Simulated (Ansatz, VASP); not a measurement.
# Two plane-wave programs on Cu

The input INCAR:

```
SYSTEM = Cu
PREC     = Accurate       ! precision mode
ENCUT    = 600            ! plane-wave cutoff, eV
EDIFF    = 1E-6           ! SCF threshold, eV
ISMEAR   = 0              ! smearing method
SIGMA    = 0.05           ! smearing width, eV
LREAL    = .FALSE.        ! projectors in reciprocal space
LASPH    = .TRUE.         ! aspherical terms in the spheres
NELM     = 120            ! most SCF steps
ALGO     = Normal         ! electronic algorithm
ISIF     = 2              ! what is computed and relaxed
LWAVE    = .FALSE.        ! write WAVECAR
LCHARG   = .FALSE.        ! write CHGCAR
GGA      = PS             ! functional
NBANDS   = 12             ! bands
GGA_COMPAT= .FALSE.
```

File KPOINTS:

```
regular mesh
0
G
  16 16 16
  0 0 0
```

Contents of POSCAR:

```
Cu
1.0
    0.0000000000      1.8050000000      1.8050000000
    1.8050000000      0.0000000000      1.8050000000
    1.8050000000      1.8050000000      0.0000000000
Cu
1
Direct
    0.0000000000      0.0000000000      0.0000000000
```

Input for Ansatz:

```yaml
crystal:
  lattice:
    - [0.0, 1.805, 1.805]
    - [1.805, 0.0, 1.805]
    - [1.805, 1.805, 0.0]
  atoms:
    - { symbol: Cu, position: [0.0, 0.0, 0.0] }
basis:
  ecutwfc: 420
  ecutrho_ratio: 4
kpoints:
  mp_grid: { grid: [16, 16, 16] }
hamiltonian:
  xc: pbesol
scf:
  occupations: { method: gaussian, width: 0.05 }
output:
  forces: true
  stress: true
  eigenvalues: true
```

Alike in both runs: task single point; functional PBEsol; k mesh 16 × 16 × 16; occupations gaussian, width 0.05 eV; no spin polarisation.

|  | VASP | Ansatz |
| --- | --- | --- |
| version | VASP 6.6.1 | Ansatz 0.2.0 |
| potentials or method | VASP PAW PBE potentials, release 64 (Cu), cutoff 600 eV | scalar-relativistic, plane waves, PAW |
| valence electrons in the cell | 11 | 19 |

```csv
,VASP,Ansatz,Ansatz less VASP
gap on the k mesh at the Fermi level (eV),none,none,-
pressure (GPa),-5.1,-5.8,-0.76
```

VASP's potentials were made for PBE, not for PBEsol. A gap of «none» marks a metal or a gap that the smearing closes. The functional is the same, so the differences come from potentials, cutoffs and numerics. VASP's potentials hold 11 valence electrons a cell and Ansatz's 19, so a difference there can come from the potentials and not from the codes.
